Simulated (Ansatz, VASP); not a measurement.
**Ru: VASP beside Ansatz**

File INCAR:

```
SYSTEM = Ru
  ALGO = Normal
  EDIFF = 1E-8
  ENCUT = 520
  GGA = PS
  ISIF = 2
  ISMEAR = -1
  LASPH = .True.
  LCHARG = .False.
  LEFG = .True.
  LREAL = .False.
  LWAVE = .False.
  NBANDS = 21
  NELM = 100
  PREC = Accurate
  SIGMA = 0.03
```

Contents of KPOINTS:

```
k-points
0
Gamma
  14 14 8
  0 0 0
```

File POSCAR:

```
Ru
1.0
    2.6787413409      0.0000000000      0.0000000000
   -1.3393706704      2.3198580514      0.0000000000
    0.0000000000      0.0000000000      4.2819000000
Ru
2
Direct
    0.3333333333      0.6666666667      0.2500000000
    0.6666666667      0.3333333333      0.7500000000
```

Input for Ansatz:

```yaml
crystal:
  lattice:
    - [2.6787413409, 0.0, 0.0]
    - [-1.3393706704, 2.3198580514, 0.0]
    - [0.0, 0.0, 4.2819]
  atoms:
    - { symbol: Ru, position: [0.3333333333, 0.6666666667, 0.25] }
    - { symbol: Ru, position: [0.6666666667, 0.3333333333, 0.75] }
kpoints:
  mp_grid: { grid: [14, 14, 8] }
scf:
  occupations: { method: fermi_dirac, width: 0.03 }
hamiltonian:
  xc: pbesol
  pseudopotentials: { kind: paw }
output:
  forces: true
  stress: true
  eigenvalues: true
  efg: { contact_densities: true }
  write_density: true
  write_potential: true
  elf: true
  volumetric_format: npy
```

Change from the starting cell: equal xx and yy strain of -1 %, PAW files.

Alike in both runs: task electric field gradients; functional PBEsol; k mesh 14 × 14 × 8; occupations fermi-dirac, width 0.03 eV; no spin polarisation.

|  | VASP | Ansatz |
| --- | --- | --- |
| version | VASP 6.6.1 | Ansatz 0.2.0 |
| potentials or method | VASP PAW PBE potentials, release 64 (Ru_pv) | PAW with Ansatz's default frozen-core files, scalar-relativistic |
| plane-wave cutoff (eV) | 520 | 420 |
| valence electrons in the cell | 28 | 32 |

|  | VASP | Ansatz | Ansatz less VASP |
| --- | --- | --- | --- |
| pressure (GPa) | 0.3 | 0.4 | +0.07 |
| traceless stress, the component that is largest in VASP (GPa) | -4.51 | -4.53 | -0.019 |
| size of Vzz on the site where it differs most (V/Å²) | 9.7 | 6.4 | -3.32 |

VASP's potentials were made for PBE, not for PBEsol. VASP's potentials hold 28 valence electrons a cell and Ansatz's 32, so a difference there can come from the potentials and not from the codes.
